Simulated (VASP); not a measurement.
Write the native input for VASP 6.6.1 that does the following.

```yaml
Task: single point
Functional: LDA
Potentials_or_basis: VASP PAW LDA potentials, release 64 (Pb_d)
Cutoff: 520 eV
k_mesh: 9 × 9 × 9
Occupations: fermi-dirac, width 0.1 eV
Spin: no spin polarisation
Dipole_correction: no
Further_INCAR_settings: ALGO = Normal; EDIFF = 1e-07; NBANDS = 21
```

The structure of Pb lies in POSCAR:

```
Pb
1.0
    0.0000000000      3.4585984325      3.4585984325
    3.4585984325      0.0000000000      3.4585984325
    3.4585984325      3.4585984325      0.0000000000
Pb
2
Direct
    0.1250000000      0.1250000000      0.1250000000
    0.8750000000      0.8750000000      0.8750000000
```

This cell differs from its parent crystal: volume scaled by 1.04.

These files were run (other wordings do the same):

INCAR

```
SYSTEM = Pb
ALGO     = Normal         ! electronic algorithm
EDIFF    = 1E-7           ! SCF threshold, eV
ENCUT    = 520            ! plane-wave cutoff, eV
GGA      = CA             ! functional
ISIF     = 2              ! what is computed and relaxed
ISMEAR   = -1             ! smearing method
LASPH    = .True.         ! aspherical terms in the spheres
LCHARG   = .True.         ! write CHGCAR
LELF     = .True.         ! ELF
LREAL    = .False.        ! projectors in reciprocal space
LVHAR    = .True.       
LWAVE    = .False.        ! write WAVECAR
NBANDS   = 21             ! bands
NELM     = 100            ! most SCF steps
PREC     = Accurate       ! precision mode
SIGMA    = 0.1            ! smearing width, eV
```

KPOINTS

```
k-points
0
Gamma
  9 9 9
  0 0 0
```

Potentials or basis: VASP PAW LDA potentials, release 64 (Pb_d).

Launch:

```sh
$ cat potpaw_LDA.64/Pb_d/POTCAR > POTCAR
$ mpirun -np 1 vasp_std > vasp.out
```

Results of the run:

```
Pressure               : -1.2 GPa
Band gap on the k mesh : zero (band 14 reaches 4.29 eV, above the bottom of band 15 at 3.19 eV)
```

Caveat: spin-orbit coupling is left out, which moves the levels of the heavy elements.

Run time: 28 s on 1 thread of AMD EPYC 9R45 96-Core Processor (Zen 5), on a shared host, peak memory 0.16 GiB.
